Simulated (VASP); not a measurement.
# CuI (zinc blende type) (F-43m) in VASP: a series of runs, part 2 of 2

VASP 6.6.1. The steps go on from the part before.

## Step 3: Single point, HSE06

File POSCAR:

```
CuI
1.0
    0.0000000000      3.0551163534      3.0551163534
    3.0551163534      0.0000000000      3.0551163534
    3.0551163534      3.0551163534      0.0000000000
Cu I
1 1
Direct
    0.0000000000      0.0000000000      0.0000000000
    0.2500000000      0.2500000000      0.2500000000
```

File INCAR.step1:

```
SYSTEM = CuI
ALGO = Normal
EDIFF = 1E-5
ENCUT = 520
GGA = PE
ISIF = 2
ISMEAR = -1
LASPH = .True.
LCHARG = .False.
LREAL = .False.
LWAVE = .True.
NBANDS = 16
NELM = 80
PREC = Accurate
SIGMA = 0.05
```

File INCAR.step2:

```
SYSTEM = CuI
ALGO = Normal
EDIFF = 1E-6
ENCUT = 520
GGA = PE
HFSCREEN = 0.2079
ISIF = 2
ISMEAR = -1
ISTART = 1
LASPH = .True.
LCHARG = .False.
LHFCALC = .True.
LREAL = .False.
LWAVE = .False.
NBANDS = 16
NELM = 80
PREC = Accurate
PRECFOCK = Normal
SIGMA = 0.05
```

File KPOINTS:

```
k-points
0
Gamma
  4 4 4
  0 0 0
```

Potentials or basis: VASP PAW PBE potentials, release 64 (Cu, I).

Run with:

```console
$ cat potpaw_PBE.64/Cu/POTCAR potpaw_PBE.64/I/POTCAR > POTCAR
$ cp INCAR.step1 INCAR
$ mpirun -np 1 vasp_std > vasp.out
$ cp INCAR.step2 INCAR
$ mpirun -np 1 vasp_std > vasp.out
```

It took 18 min on 1 thread of Intel Xeon Platinum 8259CL at 2.50GHz (Skylake/Cascade Lake), shared host; peak memory 0.3 GiB.

It converged, with:

- Free energy: -6.4382 eV
- Pressure: -0.3 GPa
- Band gap on the k mesh: 2.55 eV

Levels at points of the mesh, in eV from the valence-band top:
```csv
k point,band 6,band 7,band 8,band 9,band 10,band 11,band 12,band 13
"(0.00, 0.00, 0.00)",-2.37,0.00,0.00,0.00,2.55,6.34,6.34,6.34
"(0.50, 0.00, 0.00)",-2.35,-2.30,-0.79,-0.79,3.59,6.84,6.84,8.79
"(0.50, 0.50, 0.00)",-2.30,-2.18,-1.85,-1.85,3.95,4.29,10.71,11.45
```

Caveat: the k points lie up to 0.45 Å⁻¹ apart; the PAW data sets were made with another functional, which shifts forces and pressure a little; spin-orbit coupling is left out, which moves the levels of the heavy elements.

## Step 4: Single point, HSE06

This run uses another cell than the first one, of 29.36 Å³/atom.

File POSCAR:

```
CuI
1.0
    0.0000000000      3.0850703846      3.0850703846
    3.0850703846      0.0000000000      3.0850703846
    3.0850703846      3.0850703846      0.0000000000
Cu I
1 1
Direct
    0.0000000000      0.0000000000      0.0000000000
    0.2500000000      0.2500000000      0.2500000000
```

File INCAR.step1:

```
SYSTEM = CuI
PREC = Accurate ; ENCUT = 520
EDIFF = 1E-5 ; ISMEAR = -1
SIGMA = 0.05 ; LREAL = .False.
LASPH = .True. ; NELM = 60
ALGO = Normal ; ISIF = 2
LWAVE = .True. ; LCHARG = .False.
NBANDS = 16 ; GGA = PE
```

File INCAR.step2:

```
SYSTEM = CuI
PREC = Accurate ; ENCUT = 520
EDIFF = 1E-6 ; ISMEAR = -1
SIGMA = 0.05 ; LREAL = .False.
LASPH = .True. ; NELM = 60
ALGO = Normal ; ISIF = 2
LWAVE = .False. ; LCHARG = .False.
GGA = PE ; LHFCALC = .True.
HFSCREEN = 0.2079 ; PRECFOCK = Normal
NBANDS = 16 ; ISTART = 1
```

File KPOINTS:

```
Automatic mesh
0
Gamma
  4 4 4
  0 0 0
```

Run with:

```console
$ cat potpaw_PBE.64/Cu/POTCAR potpaw_PBE.64/I/POTCAR > POTCAR
$ cp INCAR.step1 INCAR
$ mpirun -np 1 vasp_std > vasp.out
$ cp INCAR.step2 INCAR
$ mpirun -np 1 vasp_std > vasp.out
```

Wall time 18 min (1 thread of Intel Xeon Platinum 8259CL at 2.50GHz (Skylake/Cascade Lake), shared host); peak memory 0.29 GiB.

The run converged. Its results:

| Item | Value |
| --- | --- |
| Free energy | -6.4314 eV |
| Pressure | -1.3 GPa |
| Band gap on the k mesh | 2.49 eV |

Levels at points of the mesh, in eV from the valence-band top:
| k point | band 5 | band 6 | band 7 | band 8 | band 9 | band 10 | band 11 | band 12 | band 13 | band 14 |
| --- | --- | --- | --- | --- | --- | --- | --- | --- | --- | --- |
| (0.00, 0.00, 0.00) | -2.25 | -2.25 | 0.00 | 0.00 | 0.00 | 2.49 | 6.39 | 6.39 | 6.39 | 9.81 |
| (0.50, 0.00, 0.00) | -2.22 | -2.22 | -2.18 | -0.75 | -0.75 | 3.59 | 6.87 | 6.87 | 8.74 | 10.58 |
| (0.50, 0.50, 0.00) | -2.24 | -2.17 | -2.07 | -1.75 | -1.75 | 4.03 | 4.33 | 10.52 | 11.31 | 11.31 |

Caveat: the k points lie up to 0.44 Å⁻¹ apart; the PAW data sets were made with another functional, which shifts forces and pressure a little; spin-orbit coupling is left out, which moves the levels of the heavy elements.

## Step 5: Single point, HSE06

This run uses another cell than the first one, of 29.36 Å³/atom.

POSCAR is that of step 4.

File INCAR.step1:

```
ALGO = Normal ; EDIFF = 1E-5
ENCUT = 520 ; GGA = PE
ISIF = 2 ; ISMEAR = -1
LASPH = True ; LCHARG = False
LREAL = False ; LWAVE = True
NBANDS = 16 ; NELM = 60
PREC = Accurate ; SIGMA = 0.05
```

File INCAR.step2:

```
ALGO = Normal ; EDIFF = 1E-6
ENCUT = 520 ; GGA = PE
HFSCREEN = 0.2079 ; ISIF = 2
ISMEAR = -1 ; ISTART = 1
LASPH = True ; LCHARG = False
LHFCALC = True ; LREAL = False
LWAVE = False ; NBANDS = 16
NELM = 60 ; PREC = Accurate
PRECFOCK = Normal ; SIGMA = 0.05
```

File KPOINTS:

```
k-points
0
Gamma
  4 4 4
```

Run with:

```console
$ cat potpaw_PBE.64/Cu/POTCAR potpaw_PBE.64/I/POTCAR > POTCAR
$ cp INCAR.step1 INCAR
$ mpirun -np 1 vasp_std > vasp.out
$ cp INCAR.step2 INCAR
$ mpirun -np 1 vasp_std > vasp.out
```

It took 19 min on 1 thread of Intel Xeon Platinum 8259CL at 2.50GHz (Skylake/Cascade Lake), shared host; peak memory 0.29 GiB.

It converged, with:

```yaml
Free_energy: -6.4314 eV
Pressure: -1.3 GPa
Band_gap_on_the_k_mesh: 2.49 eV
```

Levels at points of the mesh, in eV from the valence-band top:
```
           k point  band 7  band 8  band 9  band 10  band 11  band 12
(0.00, 0.00, 0.00)    0.00    0.00    0.00     2.49     6.39     6.39
(0.50, 0.00, 0.00)   -2.18   -0.75   -0.75     3.59     6.87     6.87
(0.50, 0.50, 0.00)   -2.07   -1.75   -1.75     4.03     4.33    10.52
```

Caveat: the k points lie up to 0.44 Å⁻¹ apart; the PAW data sets were made with another functional, which shifts forces and pressure a little; spin-orbit coupling is left out, which moves the levels of the heavy elements.
